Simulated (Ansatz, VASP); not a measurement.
InP in VASP and in Ansatz

File INCAR:

```
ALGO = Normal
EDIFF = 1E-7
EDIFFG = -0.002
ENCUT = 450
GGA = PS
GGA_COMPAT = False
IBRION = 2
ISIF = 2
ISMEAR = 0
LASPH = True
LCHARG = False
LREAL = False
LWAVE = False
NELM = 120
NELMIN = 4
NSW = 60
PREC = Accurate
SIGMA = 0.02
```

Contents of KPOINTS:

```
k-points
0
Gamma
  10 10 10
```

Contents of POSCAR:

```
InP
1.0
    0.0000000000      2.9097962392      2.9666632579
    2.9097962392      0.0000000000      2.9666632579
    2.9097962392      2.9097962392      0.0000000000
In P
1 1
Direct
    0.0000000000      0.0000000000      0.0000000000
    0.2500000000      0.2500000000      0.2500000000
```

Input for Ansatz:

```yaml
crystal:
  lattice:
    - [0.0, 2.909796238, 2.9666632611]
    - [2.909796238, 0.0, 2.9666632611]
    - [2.909796238, 2.909796238, 0.0]
  atoms:
    - { symbol: In, position: [0.0, 0.0, 0.0] }
    - { symbol: P, position: [0.25, 0.25, 0.25] }
basis:
  ecutwfc: 600.0
kpoints:
  mp_grid: { grid: [10, 10, 10] }
hamiltonian:
  xc: pbesol
  pseudopotentials: { kind: paw }
scf:
  occupations: { method: gaussian, width: 0.02 }
output:
  forces: true
  stress: true
  eigenvalues: true
relax:
  adjacent_minimum: "off"
  f_tol: 0.002
  max_steps: 40
```

Change from the starting cell: strained cell.

Alike in both runs: task relaxation of the atoms; functional PBEsol; k mesh 10 × 10 × 10; occupations gaussian, width 0.02 eV; no spin polarisation.

|  | VASP | Ansatz |
| --- | --- | --- |
| version | VASP 6.6.1 | Ansatz 0.2.0 |
| potentials or method | VASP PAW PBE potentials, release 64 (In_d, P), cutoff 450 eV | scalar-relativistic, plane waves, PAW |
| valence electrons in the cell | 18 | 18 |

```tsv
	VASP	Ansatz	Ansatz less VASP
gap on the k mesh at the Fermi level, each at its own relaxed structure (eV)	0.59	0.59	+0.001
```

VASP's potentials were made for PBE, not for PBEsol. Ansatz's warnings: stress scf threshold loose.

Noted on VASP's run: the relaxation stopped at its first step, so nothing moved.
